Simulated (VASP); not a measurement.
# NbRu3 (P-6m2) in VASP: further runs

NbRu3 is run at these levels: LDA; tasks: single point.

Program: VASP 6.6.1. These are calculated values, not measurements. Logs are shortened: lines on timing, memory, paths and dates and some standing lists are left out, and cuts for length are marked.

## (1) The cell of the first run

The structure is hexagonal, space group P-6m2 (No. 187). The conventional cell has a = 2.728 Å, b = 2.728 Å, c = 8.860 Å, α = 90.00°, β = 90.00°, γ = 120.00°. Nb (site symmetry -6m2) has 6 Nb at 2.73 Å and 6 Ru at 2.83 Å within 3.6 Å. Ru (site symmetry -6m2) has 12 Ru at 2.61 to 2.73 Å within 3.4 Å. Ru (site symmetry 3m) has 9 Ru at 2.61 to 2.73 Å and 3 Nb at 2.83 Å within 3.4 Å.

## (2) Single point, LDA

Contents of INCAR:

```
  PREC = Accurate
  ENCUT = 520
  EDIFF = 1E-6
  ISMEAR = 1
  SIGMA = 0.1
  LREAL = F
  LASPH = T
  NELM = 100
  ALGO = Normal
  ISIF = 2
  LWAVE = F
  LCHARG = T
  LELF = T
  LVHAR = T
  NBANDS = 36
```

Contents of KPOINTS:

```
regular mesh
0
Gamma
  10 10 3
```

Contents of POSCAR:

```
NbRu3
1.0
    2.7280159965      0.0000000000      0.0000000000
   -1.3640079983      2.3625316887      0.0000000000
    0.0000000000      0.0000000000      8.8604702446
Nb Ru
1 3
Direct
    0.0000000000      0.0000000000      0.5000000000
    0.0000000000      0.0000000000      0.0000000000
    0.3333333333      0.6666666667      0.7649060000
    0.3333333333      0.6666666667      0.2350940000
```

Potentials or basis: VASP PAW LDA potentials, release 64 (Nb_sv, Ru_pv).

Started as:

```console
cat potpaw_LDA.64/Nb_sv/POTCAR potpaw_LDA.64/Ru_pv/POTCAR > POTCAR
mpirun -np 1 vasp_std > vasp.out
```

OUTCAR:

```text
PREC = Accurate
   ENCUT = 520
   EDIFF = 1E-6
   ISMEAR = 1
   LREAL = F
   LASPH = T
   NELM = 100
   ISIF = 2

 ion  position               nearest neighbor table
   1  0.000  0.000  0.500-   3 2.83   4 2.83   3 2.83   4 2.83   3 2.83   4 2.83
   2  0.000  0.000  0.000-   3 2.61   4 2.61   3 2.61   4 2.61   3 2.61   4 2.61
   3  0.333  0.667  0.765-   2 2.61   2 2.61   2 2.61   1 2.83   1 2.83   1 2.83
   4  0.333  0.667  0.235-   2 2.61   2 2.61   2 2.61   1 2.83   1 2.83   1 2.83

  LATTYP: Found a hexagonal cell.
 ALAT       =     2.7280159965
 C/A-ratio  =     3.2479539181

  Lattice vectors:

 A1 = (   2.7280159965,   0.0000000000,   0.0000000000)
 A2 = (  -1.3640079983,   2.3625316887,   0.0000000000)
 A3 = (   0.0000000000,   0.0000000000,   8.8604702446)

Analysis of symmetry for initial positions (statically):
=====================================================================
 Subroutine PRICEL returns:
 Original cell was already a primitive cell.

 Routine SETGRP: Setting up the symmetry group for a
 hexagonal supercell.

 Subroutine GETGRP returns: Found 12 space group operations
 (whereof 12 operations were pure point group operations)
 out of a pool of 24 trial point group operations.

The static configuration has the point symmetry D_3h.

Analysis of symmetry for dynamics (positions and initial velocities):
=====================================================================
 Subroutine PRICEL returns:
 Original cell was already a primitive cell.

 Routine SETGRP: Setting up the symmetry group for a
 hexagonal supercell.

 Subroutine GETGRP returns: Found 12 space group operations
 (whereof 12 operations were pure point group operations)
 out of a pool of 24 trial point group operations.

The dynamic configuration has the point symmetry D_3h.

 Subroutine INISYM returns: Found 12 space group operations
 (whereof 12 operations are pure point group operations),
 and found     1 'primitive' translations

----------------------------------------------------------------------------------------

                                     Primitive cell

  volume of cell :      57.1059

  direct lattice vectors                    reciprocal lattice vectors
[... 82 lines left out ...]
   PREC   = accura    normal or accurate (medium, high low for compatibility)
   ISTART =      0    job   : 0-new  1-cont  2-samecut
   ICHARG =      2    charge: 1-file 2-atom 10-const
   ISPIN  =      1    spin polarized calculation?
   LNONCOLLINEAR =      F non collinear calculations
   LSORBIT =      F    spin-orbit coupling
   LASPH  =      T    aspherical Exc in radial PAW
   ENCUT  =  520.0 eV  38.22 Ry    6.18 a.u.   5.07  5.07 16.47*2*pi/ulx,y,z
   NELM   =    100;   NELMIN=  2; NELMDL= -5     # of ELM steps
   EDIFF  = 0.1E-05   stopping-criterion for ELM
   LREAL  =      F    real-space projection
   EDIFFG = 0.1E-04   stopping-criterion for IOM
   NSW    =      0    number of steps for IOM
   IBRION =     -1    ionic relax: 0-MD 1-quasi-New 2-CG
   NFREE  =      0    steps in history (QN), initial steepest desc. (CG)
   ISIF   =      2    stress and relaxation
   ISYM   =      2    0-nonsym 1-usesym 2-fastsym
   POTIM  = 0.5000    time-step for ionic-motion
   TEBEG  =    0.0;   TEEND  =   0.0 temperature during run
   PSTRESS=    0.0 pullay stress
   NELECT =      55.0000    total number of electrons
   NUPDOWN=      -1.0000    fix difference up-down
   EMIN   =  10.00;   EMAX   =-10.00  energy-range for DOS
   EFERMI =   0.00;   METHOD = LEGACY
   ISMEAR =     1;   SIGMA  =   0.10  broadening in eV -4-tet -1-fermi 0-gaus
   EFERMI_NEDOS =   21; number of points for ismear=-14 and -15
   IALGO  =     38    algorithm
   IMIX   =      4    mixing-type and parameters
     AMIX     =   0.40;   BMIX     =  1.00
     AMIX_MAG =   1.60;   BMIX_MAG =  1.00
  volume/ion in A,a.u.               =      14.28        96.34
  Fermi-wavevector in a.u.,A,eV,Ry     =   1.616722  3.055161 35.562762  2.613789
  Thomas-Fermi vector in A             =   2.711262
   LORBIT       =      0    0 simple, 1 ext, 2 COOP (PROOUT), +10 PAW based schemes
   GGA     = CA    functional components
   LHFCALC =     F    Hartree Fock is set to
   AEXX    =    0.0000 exact exchange contribution
   IVDW    =     0    specifies the selected vdW correction
   LEPSILON=     F    determine dielectric tensor
   LRPA    =     F    only Hartree local field effects (RPA)
 non-spin polarized calculation
 Methfessel and Paxton  Order N= 1 SIGMA  =   0.10
  energy-cutoff  :      520.00
  volume of cell :       57.11
 maximum number of plane-waves:      1557
   NGX = 11   NGY = 11   NGZ = 33

 number of electron      55.0000006 magnetization

 Free energy of the ion-electron system (eV)
  ---------------------------------------------------
  ext. energy  EPLUGINS =         0.00000000
  ---------------------------------------------------
  free energy    TOTEN  =       -43.12405123 eV

  energy without entropy =      -43.12776183  energy(sigma->0) =      -43.12528809

 E-fermi :  12.5741     XC(G=0): -14.0420

 val. band max:       12.5682864867   @ k =   0.4000  -0.0000   0.3333
 cond. band min:      12.5941724673   @ k =   0.4000   0.2000   0.3333
 fundamental gap:      0.0258859806
 Fermi energy:        12.5741162615

 k-point     1 :       0.0000    0.0000    0.0000
  band No.  band energies     occupation
      1     -41.7200      2.00000
      2     -30.6550      2.00000
      3     -30.0195      2.00000
      4     -29.9522      2.00000
      5     -29.9522      2.00000
      6     -29.6885      2.00000
[... 925 lines left out ...]
     35      18.3103      0.00000
     36      19.1909      0.00000

 [... further k-points ...]
[... 5 lines left out ...]
  --------------------------------------------------------------------------------------
  -------------------------------------------------------------------------------------
  Total       -1.4124514     -1.4124520     -0.9176866      0.0000000      0.0000000      0.0000000
  in kB      -39.6280553    -39.6280732    -25.7468222      0.0000000      0.0000000      0.0000000
  external PRESSURE =     -35.0009836 kB  Pullay stress =       0.0000000 kB

 VOLUME and BASIS-vectors are now :
 -----------------------------------------------------------------------------
  energy-cutoff  :      520.00
  volume of cell :       57.11
      direct lattice vectors                 reciprocal lattice vectors
     2.728015996  0.000000000  0.000000000     0.366566765  0.211637373  0.000000000
    -1.364007998  2.362531689  0.000000000     0.000000000  0.423274746  0.000000000
     0.000000000  0.000000000  8.860470245     0.000000000  0.000000000  0.112860827

 POSITION                                       TOTAL-FORCE (eV/Angst)
 -----------------------------------------------------------------------------------
      0.00000      0.00000      4.43024        -0.000000      0.000000      0.000000
      0.00000      0.00000      0.00000         0.000000     -0.000000      0.000000
     -0.00000      1.57502      6.77743        -0.000000      0.000000      0.184302
     -0.00000      1.57502      2.08304         0.000000      0.000000     -0.184302
 -----------------------------------------------------------------------------------
    total drift:                                0.000001     -0.000002     -0.000000

  FREE ENERGIE OF THE ION-ELECTRON SYSTEM (eV)
  ---------------------------------------------------
  free  energy   TOTEN  =       -43.1240512252 eV

  energy  without entropy=      -43.1277618276  energy(sigma->0) =      -43.12528809
```

stdout:

```text
POSCAR found type information on POSCAR NbRu
 POSCAR found :  2 types and       4 ions
 scaLAPACK will be used
 LDA part: xc-table for (Slater(with rela. corr.)+CA(PZ))
 , standard interpolation
 POSCAR, INCAR and KPOINTS ok, starting setup
 FFT: planning ... GRIDC
 FFT: planning ... GRID_SOFT
 FFT: planning ... GRID
 WAVECAR not read
 entering main loop
```

Run time: 84 s. Hardware: 1 thread of Intel Xeon 8259CL, shared host; peak memory 0.18 GiB.

What came out:

```
Free energy            : -43.1241 eV
Pressure               : -3.5 GPa
Largest force          : 0.184 eV/Å
Band gap on the k mesh : zero (an odd number of electrons rules out a gap without spin polarisation)
```

Forces in eV/Å, atoms in the order of the input:
```
Nb   0.000  0.000  0.000
Ru   0.000  0.000  0.000
Ru   0.000  0.000  0.184
Ru   0.000  0.000 -0.184
```

Caveat: the cell stands under tension.

## (3) Single point, LDA

This run uses another cell than the first one, of 14.73 Å³/atom.

Contents of INCAR:

```
PREC = Accurate ; ENCUT = 520
EDIFF = 1E-6 ; ISMEAR = 1
SIGMA = 0.1 ; LREAL = F
LASPH = T ; NELM = 60
ALGO = Normal ; ISIF = 2
LWAVE = F ; LCHARG = T
LELF = T ; LVHAR = T
NBANDS = 36
```

KPOINTS is that of step 2.

Contents of POSCAR:

```
NbRu3
1.0
    2.7564348751      0.0000000000      0.0000000000
   -1.3782174375      2.3871431650      0.0000000000
    0.0000000000      0.0000000000      8.9527734525
Nb Ru
1 3
Direct
    0.0000000000      0.0000000000      0.5000000000
    0.0000000000      0.0000000000      0.0000000000
    0.3333333333      0.6666666667      0.7649060000
    0.3333333333      0.6666666667      0.2350940000
```

Potentials or basis: VASP PAW LDA potentials, release 64 (Nb_sv, Ru_pv).

Started as:

```console
cat potpaw_LDA.64/Nb_sv/POTCAR potpaw_LDA.64/Ru_pv/POTCAR > POTCAR
mpirun -np 1 vasp_std > vasp.out
```

Wall time 1.8 min (1 thread of Intel Xeon 8259CL, shared host); peak memory 0.19 GiB.

It converged, with:

```
Free energy            : -43.0373 eV
Pressure               : -11.9 GPa
Largest force          : 0.306 eV/Å
Band gap on the k mesh : zero (an odd number of electrons rules out a gap without spin polarisation)
```

Forces on the atoms (eV/Å):
```
Nb   0.000  0.000  0.000
Ru   0.000  0.000  0.000
Ru   0.000  0.000  0.306
Ru   0.000  0.000 -0.306
```

Stress tensor (GPa, compression positive):
```
-12.18   0.00   0.00
  0.00 -12.18   0.00
  0.00   0.00 -11.45
```

Levels at points of the mesh, in eV from the Fermi level:
| k point | band 25 | band 26 | band 27 | band 28 | band 29 | band 30 |
| --- | --- | --- | --- | --- | --- | --- |
| (0.00, 0.00, 0.00) | -1.85 | -1.49 | -0.81 | -0.81 | -0.10 | -0.10 |
| (0.50, 0.00, 0.00) | -0.79 | 0.50 | 0.75 | 1.33 | 1.56 | 1.78 |

Caveat: the cell stands under tension.

## (4) Single point, LDA

This run uses another cell than the first one, of 15.18 Å³/atom.

Contents of INCAR:

```
PREC     = Accurate       # precision mode
ENCUT    = 520            # plane-wave cutoff, eV
EDIFF    = 1E-6           # SCF threshold, eV
ISMEAR   = 1              # smearing method
SIGMA    = 0.1            # smearing width, eV
LREAL    = False          # projectors in reciprocal space
LASPH    = True           # aspherical terms in the spheres
NELM     = 60             # most SCF steps
ALGO     = Normal         # electronic algorithm
ISIF     = 2              # what is computed and relaxed
LWAVE    = False          # write WAVECAR
LCHARG   = True           # write CHGCAR
LELF     = True           # ELF
LVHAR    = True         
NBANDS   = 36             # bands
```

Contents of KPOINTS:

```
Automatic mesh
0
Gamma
  10 10 3
```

Contents of POSCAR:

```
NbRu3
1.0
    2.7842795362      0.0000000000      0.0000000000
   -1.3921397681      2.4112573543      0.0000000000
    0.0000000000      0.0000000000      9.0432116286
Nb Ru
1 3
Direct
    0.0000000000      0.0000000000      0.5000000000
    0.0000000000      0.0000000000      0.0000000000
    0.3333333333      0.6666666667      0.7649060000
    0.3333333333      0.6666666667      0.2350940000
```

Started as:

```console
cat potpaw_LDA.64/Nb_sv/POTCAR potpaw_LDA.64/Ru_pv/POTCAR > POTCAR
mpirun -np 1 vasp_std > vasp.out
```

Run time: 1.9 min. Hardware: 1 thread of Intel Xeon 8259CL, shared host; peak memory 0.19 GiB.

The run converged. Its results:

| Quantity | Value |
| --- | --- |
| Free energy | -42.8636 eV |
| Pressure | -19.0 GPa |
| Largest force | 0.406 eV/Å |
| Band gap on the k mesh | zero (an odd number of electrons rules out a gap without spin polarisation) |

Forces on the atoms (eV/Å):
```
Nb   0.000  0.000  0.000
Ru   0.000  0.000  0.000
Ru   0.000  0.000  0.406
Ru   0.000  0.000 -0.406
```

Stress tensor (GPa, compression positive):
```
-19.01   0.00   0.00
  0.00 -19.01   0.00
  0.00   0.00 -18.89
```

Levels at points of the mesh, in eV from the Fermi level:
```tsv
k point	band 25	band 26	band 27	band 28	band 29	band 30
(0.00, 0.00, 0.00)	-1.77	-1.42	-0.77	-0.77	-0.08	-0.08
(0.50, 0.00, 0.00)	-0.75	0.49	0.72	1.26	1.50	1.69
```

Caveat: the cell stands under tension.

## (5) Single point, LDA

This run uses another cell than the first one, of 15.63 Å³/atom.

Contents of INCAR:

```
PREC = Accurate
ENCUT = 520
EDIFF = 1E-6
ISMEAR = 1
SIGMA = 0.1
LREAL = False
LASPH = True
NELM = 100
ALGO = Normal
ISIF = 2
LWAVE = False
LCHARG = False
NBANDS = 36
```

Contents of KPOINTS:

```
regular mesh
0
Gamma
  10 10 3
```

Contents of POSCAR:

```
NbRu3
1.0
    2.8115781352      0.0000000000      0.0000000000
   -1.4057890676      2.4348986399      0.0000000000
    0.0000000000      0.0000000000      9.1318762202
Nb Ru
1 3
Direct
    0.0000000000      0.0000000000      0.5000000000
    0.0000000000      0.0000000000      0.0000000000
    0.3333333333      0.6666666667      0.7649060000
    0.3333333333      0.6666666667      0.2350940000
```

Started as:

```console
cat potpaw_LDA.64/Nb_sv/POTCAR potpaw_LDA.64/Ru_pv/POTCAR > POTCAR
mpirun -np 1 vasp_std > vasp.out
```

Wall time 1.9 min (1 thread of Intel Xeon 8259CL, shared host); peak memory 0.19 GiB.

It converged, with:

| Property | Result |
| --- | --- |
| Free energy | -42.6176 eV |
| Pressure | -24.8 GPa |
| Largest force | 0.490 eV/Å |
| Band gap on the k mesh | zero (an odd number of electrons rules out a gap without spin polarisation) |

Forces in eV/Å, atoms in the order of the input:
```
Nb   0.000  0.000  0.000
Ru   0.000  0.000  0.000
Ru   0.000  0.000  0.490
Ru   0.000  0.000 -0.490
```

Stress tensor (GPa, compression positive):
```
-24.69   0.00   0.00
  0.00 -24.69   0.00
  0.00   0.00 -25.08
```

Levels at points of the mesh, in eV from the Fermi level:
```tsv
k point	band 23	band 24	band 25	band 26	band 27	band 28	band 29	band 30	band 31	band 32
(0.00, 0.00, 0.00)	-1.92	-1.69	-1.69	-1.35	-0.74	-0.74	-0.07	-0.07	0.98	0.98
(0.50, 0.00, 0.00)	-1.17	-0.81	-0.72	0.47	0.69	1.20	1.44	1.61	1.62	3.30
```

Caveat: the cell stands under tension.

## (6) Single point, LDA

This run uses another cell than the first one, of 16.08 Å³/atom.

Contents of INCAR:

```
  PREC = Accurate
  ENCUT = 520
  EDIFF = 1E-6
  ISMEAR = 1
  SIGMA = 0.1
  LREAL = F
  LASPH = T
  NELM = 80
  ALGO = Normal
  ISIF = 2
  LWAVE = F
  LCHARG = T
  GGA = CA
  LELF = T
  LVHAR = T
  NBANDS = 36
```

KPOINTS is that of step 5.

Contents of POSCAR:

```
NbRu3
1.0
    2.8383566815      0.0000000000      0.0000000000
   -1.4191783407      2.4580895465      0.0000000000
    0.0000000000      0.0000000000      9.2188517045
Nb Ru
1 3
Direct
    0.0000000000      0.0000000000      0.5000000000
    0.0000000000      0.0000000000      0.0000000000
    0.3333333333      0.6666666667      0.7649060000
    0.3333333333      0.6666666667      0.2350940000
```

Potentials or basis: VASP PAW LDA potentials, release 64 (Nb_sv, Ru_pv).

Started as:

```console
cat potpaw_LDA.64/Nb_sv/POTCAR potpaw_LDA.64/Ru_pv/POTCAR > POTCAR
mpirun -np 1 vasp_std > vasp.out
```

Wall time 2 min (1 thread of Intel Xeon 8259CL, shared host); peak memory 0.19 GiB.

Results (log left out):

```yaml
Free_energy: -42.3116 eV
Pressure: -29.7 GPa
Largest_force: 0.559 eV/Å
Band_gap_on_the_k_mesh: zero (an odd number of electrons rules out a gap without spin polarisation)
```

Forces on the atoms (eV/Å):
```
Nb   0.000  0.000  0.000
Ru   0.000  0.000  0.000
Ru   0.000  0.000  0.559
Ru   0.000  0.000 -0.559
```

Stress tensor (GPa, compression positive):
```
-29.39   0.00   0.00
  0.00 -29.39   0.00
  0.00   0.00 -30.22
```

Levels at points of the mesh, in eV from the Fermi level:
```csv
k point,band 24,band 25,band 26,band 27,band 28,band 29,band 30,band 31
"(0.00, 0.00, 0.00)",-1.62,-1.62,-1.30,-0.71,-0.71,-0.06,-0.06,0.94
"(0.50, 0.00, 0.00)",-0.78,-0.69,0.45,0.67,1.14,1.39,1.53,1.54
```

Caveat: the cell stands under tension.

## (7) The runs side by side

```csv
cell,gap on the mesh (eV),pressure (GPa),largest force (eV/Å)
"a = 2.728, b = 2.728, c = 8.860 Å, angles 90.0, 90.0, 120.0°, 4 atoms",none,-3.5,0.18
"a = 2.756, b = 2.756, c = 8.953 Å, angles 90.0, 90.0, 120.0°, 4 atoms",none,-11.9,0.31
"a = 2.784, b = 2.784, c = 9.043 Å, angles 90.0, 90.0, 120.0°, 4 atoms",none,-19.0,0.41
"a = 2.812, b = 2.812, c = 9.132 Å, angles 90.0, 90.0, 120.0°, 4 atoms",none,-24.8,0.49
"a = 2.838, b = 2.838, c = 9.219 Å, angles 90.0, 90.0, 120.0°, 4 atoms",none,-29.7,0.56
```

Alike in all rows: task single point; level LDA; potentials or basis VASP PAW LDA potentials, release 64 (Nb_sv, Ru_pv); no spin polarisation; k mesh 10 × 10 × 3; cutoff (eV) 520; smearing methfessel-paxton 0.1 eV.

Caveats: the cell stands under tension.

Total energies depend on the potentials used, so only differences within one code and one set of settings carry meaning.
